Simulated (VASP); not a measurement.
# AgH16O8F in VASP: notebook

AgH16O8F is run at these levels: PBE+D3(BJ); tasks: single point.

All numbers are computed with VASP 6.6.1; they aren't measurements. Logs are shortened: lines on timing, memory, paths and dates and some standing lists are left out, and cuts for length are marked.

## Step 1: The cell of the first run

The cell holds an amorphous packing of atoms, 26 atoms: a = 6.573 Å, b = 6.573 Å, c = 6.573 Å, α = 90.00°, β = 90.00°, γ = 90.00°.

## Step 2: Single point, PBE+D3(BJ)

The input, INCAR:

```
ALGO = Normal
EDIFF = 1E-6
ENCUT = 520
GGA = PE
GGA_COMPAT = F
ISIF = 2
ISMEAR = -1
IVDW = 12
LASPH = T
LCHARG = F
LREAL = F
LWAVE = F
NBANDS = 60
NELM = 120
PREC = Accurate
SIGMA = 0.05
```

The input, KPOINTS:

```
k-points
0
Gamma
  1 1 1
```

The input, POSCAR:

```
AgH16O8F
1.0
    6.5731380000      0.0000000000      0.0000000000
    0.0000000000      6.5731380000      0.0000000000
    0.0000000000      0.0000000000      6.5731380000
O H Ag F
8 16 1 1
Direct
    0.3603954347      0.1332870750      0.5124569172
    0.8364663753      0.5977916144      0.1268871545
    0.3087083736      0.4036784716      1.0321635256
    0.3703958046      0.6228970747      0.3892883000
    0.8333234563      0.9911603454      0.6714722634
    0.5410229136      1.0798462379      0.9578740984
    1.0227168041      0.1411804441      0.2428261423
    0.6216600115      0.4591924446      0.6557566830
    0.4696626874      0.0706865788      0.4337945928
    0.2410966587      0.1206089566      0.4220518478
    0.7678955780      0.7185321128      0.1864043506
    0.7333772880      0.5342914125      0.0404368243
    0.3150541728      0.4910709479      0.9129545072
    0.4005263486      0.2865805340      0.9982429685
    0.4485966177      0.7435538311      0.3506344406
    0.3535607208      0.5430913177      0.2619484839
    0.7790227045      0.9418538466      0.5396419902
    0.9416461723      0.8976018413      0.7078699984
    0.6363441872      1.0322843586      0.8519721391
    0.5886343721      1.0187597047      1.0859621510
    1.0543328705      0.1988757749      0.1094249249
    0.9007623219      0.0526789194      0.2303858203
    0.5196435163      0.5163538078      0.5542695936
    0.5702522935      0.3215420633      0.6805360762
    0.8746437946      0.3998510922      0.4389832941
    0.6773058214      0.9199503922      0.3047266118
```

Potentials or basis: VASP PAW PBE potentials, release 64 (O, H, Ag, F).

The run is started by

```
$ cat potpaw_PBE.64/O/POTCAR potpaw_PBE.64/H/POTCAR potpaw_PBE.64/Ag/POTCAR potpaw_PBE.64/F/POTCAR > POTCAR
$ mpirun -np 1 vasp_gam > vasp.out
```

OUTCAR:

```text
EDIFF = 1E-6
   ENCUT = 520
   GGA = PE
   ISIF = 2
   ISMEAR = -1
   IVDW = 12
   LASPH = T
   LREAL = F
   NELM = 120
   PREC = Accurate
 IVDW          = 12

 ion  position               nearest neighbor table
   1  0.360  0.133  0.512-   9 0.98  10 0.99
   2  0.836  0.598  0.127-  12 0.98  11 0.99  25 2.44
   3  0.309  0.404  0.032-  13 0.97  14 1.00
   4  0.370  0.623  0.389-  15 0.98  16 0.99
   5  0.833  0.991  0.671-  18 0.97  17 0.99
   6  0.541  0.080  0.958-  20 0.98  19 0.99
   7  0.023  0.141  0.243-  21 0.98  22 0.99  25 2.35
   8  0.622  0.459  0.656-  24 0.98  23 1.02  25 2.22
   9  0.470  0.071  0.434-   1 0.98
  10  0.241  0.121  0.422-   1 0.99
  11  0.768  0.719  0.186-   2 0.99
  12  0.733  0.534  0.040-   2 0.98
  13  0.315  0.491  0.913-   3 0.97
  14  0.401  0.287  0.998-   3 1.00
[... 8 lines left out ...]
  23  0.520  0.516  0.554-   8 1.02
  24  0.570  0.322  0.681-   8 0.98
  25  0.875  0.400  0.439-   8 2.22   7 2.35   2 2.44
  26  0.677  0.920  0.305-

  LATTYP: Found a simple cubic cell.
 ALAT       =     6.5731380000

  Lattice vectors:

 A1 = (   6.5731380000,   0.0000000000,   0.0000000000)
 A2 = (   0.0000000000,   6.5731380000,   0.0000000000)
 A3 = (   0.0000000000,   0.0000000000,   6.5731380000)

Analysis of symmetry for initial positions (statically):
=====================================================================
 Subroutine PRICEL returns:
 Original cell was already a primitive cell.

 Routine SETGRP: Setting up the symmetry group for a
 simple cubic supercell.

 Subroutine GETGRP returns: Found  1 space group operations
 (whereof  1 operations were pure point group operations)
 out of a pool of 48 trial point group operations.

The static configuration has the point symmetry C_1 .

Analysis of symmetry for dynamics (positions and initial velocities):
=====================================================================
 Subroutine PRICEL returns:
 Original cell was already a primitive cell.

 Routine SETGRP: Setting up the symmetry group for a
 simple cubic supercell.

 Subroutine GETGRP returns: Found  1 space group operations
 (whereof  1 operations were pure point group operations)
 out of a pool of 48 trial point group operations.

The dynamic configuration has the point symmetry C_1 .

 Subroutine INISYM returns: Found  1 space group operations
 (whereof  1 operations are pure point group operations),
 and found     1 'primitive' translations

----------------------------------------------------------------------------------------

                                     Primitive cell

  volume of cell :     283.9999

  direct lattice vectors                    reciprocal lattice vectors
     6.573138000  0.000000000  0.000000000     0.152134338  0.000000000  0.000000000
     0.000000000  6.573138000  0.000000000     0.000000000  0.152134338  0.000000000
     0.000000000  0.000000000  6.573138000     0.000000000  0.000000000  0.152134338

  length of vectors
     6.573138000  6.573138000  6.573138000     0.152134338  0.152134338  0.152134338

  position of ions in fractional coordinates (direct lattice)
     0.360395435  0.133287075  0.512456917
     0.836466375  0.597791614  0.126887154
     0.308708374  0.403678472  0.032163526
     0.370395805  0.622897075  0.389288300
     0.833323456  0.991160345  0.671472263
     0.541022914  0.079846238  0.957874098
[... 18 lines left out ...]
     0.874643795  0.399851092  0.438983294
     0.677305821  0.919950392  0.304726612

  ion indices of the primitive-cell ions
   primitive index   ion index
                 1           1
                 2           2
                 3           3
                 4           4
                 5           5
                 6           6
[... 18 lines left out ...]
                25          25
                26          26

----------------------------------------------------------------------------------------

 KPOINTS: k-points

Automatic generation of k-mesh.
 Grid dimensions read from file:
 generate k-points for:    1    1    1

 Generating k-lattice:

  Cartesian coordinates                     Fractional coordinates (reciprocal lattice)
     0.152134338  0.000000000  0.000000000     1.000000000  0.000000000  0.000000000
     0.000000000  0.152134338  0.000000000     0.000000000  1.000000000  0.000000000
     0.000000000  0.000000000  0.152134338     0.000000000  0.000000000  1.000000000

  Length of vectors
     0.152134338  0.152134338  0.152134338

  Shift w.r.t. Gamma in fractional coordinates (k-lattice)
     0.000000000  0.000000000  0.000000000

 Subroutine IBZKPT returns following result:
 ===========================================

 Found      1 irreducible k-points:

 Following reciprocal coordinates:
            Coordinates               Weight
  0.000000  0.000000  0.000000      1.000000
   k-points           NKPTS =      1   k-points in BZ     NKDIM =      1   number of bands    NBANDS=     60
   number of dos      NEDOS =    301   number of ions     NIONS =     26
   total plane-waves  NPLWV = 125000
   dimension x,y,z NGX =    50 NGY =   50 NGZ =   50
   dimension x,y,z NGXF=   100 NGYF=  100 NGZF=  100
   ions per type =               8  16   1   1
   NGX,Y,Z   is equivalent  to a cutoff of  12.65, 12.65, 12.65 a.u.
   NGXF,Y,Z  is equivalent  to a cutoff of  25.29, 25.29, 25.29 a.u.
 SYSTEM =  unknown system
   PREC   = accura    normal or accurate (medium, high low for compatibility)
   ISTART =      0    job   : 0-new  1-cont  2-samecut
   ICHARG =      2    charge: 1-file 2-atom 10-const
   ISPIN  =      1    spin polarized calculation?
   LNONCOLLINEAR =      F non collinear calculations
   LSORBIT =      F    spin-orbit coupling
   LASPH  =      T    aspherical Exc in radial PAW
   ENCUT  =  520.0 eV  38.22 Ry    6.18 a.u.  12.22 12.22 12.22*2*pi/ulx,y,z
   NELM   =    120;   NELMIN=  2; NELMDL= -5     # of ELM steps
   EDIFF  = 0.1E-05   stopping-criterion for ELM
   LREAL  =      F    real-space projection
   EDIFFG = 0.1E-04   stopping-criterion for IOM
   NSW    =      0    number of steps for IOM
   IBRION =     -1    ionic relax: 0-MD 1-quasi-New 2-CG
   NFREE  =      0    steps in history (QN), initial steepest desc. (CG)
   ISIF   =      2    stress and relaxation
   ISYM   =      2    0-nonsym 1-usesym 2-fastsym
   POTIM  = 0.5000    time-step for ionic-motion
   TEBEG  =    0.0;   TEEND  =   0.0 temperature during run
   PSTRESS=    0.0 pullay stress
   NELECT =      82.0000    total number of electrons
   NUPDOWN=      -1.0000    fix difference up-down
   EMIN   =  10.00;   EMAX   =-10.00  energy-range for DOS
   EFERMI =   0.00;   METHOD = LEGACY
   ISMEAR =    -1;   SIGMA  =   0.05  broadening in eV -4-tet -1-fermi 0-gaus
   EFERMI_NEDOS =   21; number of points for ismear=-14 and -15
   IALGO  =     38    algorithm
   IMIX   =      4    mixing-type and parameters
     AMIX     =   0.40;   BMIX     =  1.00
     AMIX_MAG =   1.60;   BMIX_MAG =  1.00
  volume/ion in A,a.u.               =      10.92        73.71
  Fermi-wavevector in a.u.,A,eV,Ry     =   1.082032  2.044744 15.929604  1.170793
  Thomas-Fermi vector in A             =   2.218063
   LORBIT       =      0    0 simple, 1 ext, 2 COOP (PROOUT), +10 PAW based schemes
   GGA     = PE    functional components
   LHFCALC =     F    Hartree Fock is set to
   AEXX    =    0.0000 exact exchange contribution
   IVDW    =    12    specifies the selected vdW correction
   LEPSILON=     F    determine dielectric tensor
   LRPA    =     F    only Hartree local field effects (RPA)
 non-spin polarized calculation
  energy-cutoff  :      520.00
  volume of cell :      284.00
 maximum number of plane-waves:      3845
 NGX is ok and might be reduce to    50
   NGX = 25   NGY = 25   NGZ = 25

 number of electron      81.9999996 magnetization

 Free energy of the ion-electron system (eV)
  ---------------------------------------------------
  ext. energy  EPLUGINS =         0.00000000
  ---------------------------------------------------
  free energy    TOTEN  =      -123.47872721 eV

  energy without entropy =     -123.47872721  energy(sigma->0) =     -123.47872721

 E-fermi :  -1.1351     XC(G=0):  -7.0153

 val. band max:       -2.3666724029   @ k =   0.0000   0.0000   0.0000
 cond. band min:       0.6529383793   @ k =   0.0000   0.0000   0.0000
 fundamental gap:      3.0196107822
 Fermi energy:        -1.1351418892

 k-point     1 :       0.0000    0.0000    0.0000
  band No.  band energies     occupation
      1     -23.9828      2.00000
      2     -22.2882      2.00000
      3     -22.0397      2.00000
      4     -21.8349      2.00000
      5     -21.6692      2.00000
      6     -21.6367      2.00000
[... 45 lines left out ...]
     52       7.1655      0.00000
     53       7.1845      0.00000
 [bands above 53 left out]

------------------------ aborting loop because EDIFF is reached ----------------------------------------

 Edisp (eV)   -1.14376

 E8    (eV) :    -0.2796

  FORCE on cell =-STRESS in cart. coord.  units (eV):
  Direction    XX          YY          ZZ          XY          YZ          ZX
  --------------------------------------------------------------------------------------
  -------------------------------------------------------------------------------------
  Total      -1.30988     0.22643    -0.54856    -1.15107    -0.29948    -0.36759
  in kB      -7.38964     1.27742    -3.09469    -6.49375    -1.68952    -2.07376
  external pressure =       -3.07 kB  Pullay stress =        0.00 kB

 VOLUME and BASIS-vectors are now :
 -----------------------------------------------------------------------------
  energy-cutoff  :      520.00
  volume of cell :      284.00
      direct lattice vectors                 reciprocal lattice vectors
     6.573138000  0.000000000  0.000000000     0.152134338  0.000000000  0.000000000
     0.000000000  6.573138000  0.000000000     0.000000000  0.152134338  0.000000000
     0.000000000  0.000000000  6.573138000     0.000000000  0.000000000  0.152134338

 POSITION                                       TOTAL-FORCE (eV/Angst)
 -----------------------------------------------------------------------------------
      2.36893      0.87611      3.36845        -0.222116     -0.014539     -0.110048
      5.49821      3.92937      0.83405        -0.118073     -0.112859     -0.130815
      2.02918      2.65343      0.21142         0.004636     -0.069548      0.013007
      2.43466      4.09439      2.55885         0.037936     -0.050320      0.007831
      5.47755      6.51503      4.41368        -0.057625     -0.026909      0.005001
      3.55622      0.52484      6.29624        -0.084122      0.059160      0.054834
[... 18 lines left out ...]
      5.74915      2.62828      2.88550         0.046466     -0.062798     -0.137443
      4.45202      6.04696      2.00301         0.006426     -0.005407      0.003276
 -----------------------------------------------------------------------------------
    total drift:                                0.001111     -0.000232     -0.001336

  FREE ENERGIE OF THE ION-ELECTRON SYSTEM (eV)
  ---------------------------------------------------
  free  energy   TOTEN  =      -124.6224825741 eV

  energy  without entropy=     -124.6224825740  energy(sigma->0) =     -124.62248257
```

It took 42 s on 1 thread of AMD EPYC 7R43 (Zen 3), shared host; peak memory 0.31 GiB.

What came out:

- Free energy: -124.6225 eV
- Pressure: -0.3 GPa
- Largest force: 0.284 eV/Å
- Band gap on the k mesh: 3.02 eV
- Dispersion energy per atom: -0.044 eV

Forces in eV/Å, atoms in the order of the input:
```
O   -0.222 -0.015 -0.110
O   -0.118 -0.113 -0.131
O    0.005 -0.070  0.013
O    0.038 -0.050  0.008
O   -0.058 -0.027  0.005
O   -0.084  0.059  0.055
O   -0.273 -0.067 -0.035
O   -0.013 -0.049  0.128
H    0.144 -0.106 -0.060
H    0.156  0.088  0.209
H    0.016  0.082  0.025
H    0.145  0.020 -0.021
H   -0.084  0.020  0.004
H    0.024 -0.060 -0.009
H    0.031  0.055 -0.011
H   -0.054 -0.049  0.000
H   -0.013  0.027 -0.044
H    0.081 -0.004  0.035
H    0.070  0.008 -0.100
H    0.027 -0.015  0.114
H    0.195  0.152  0.015
H    0.164  0.053  0.122
H   -0.123  0.080 -0.022
H   -0.106  0.049 -0.057
Ag   0.046 -0.063 -0.137
F    0.006 -0.005  0.003
```

Caveat: the k points lie up to 0.96 Å⁻¹ apart.

(Continued in part 2 of 2.)
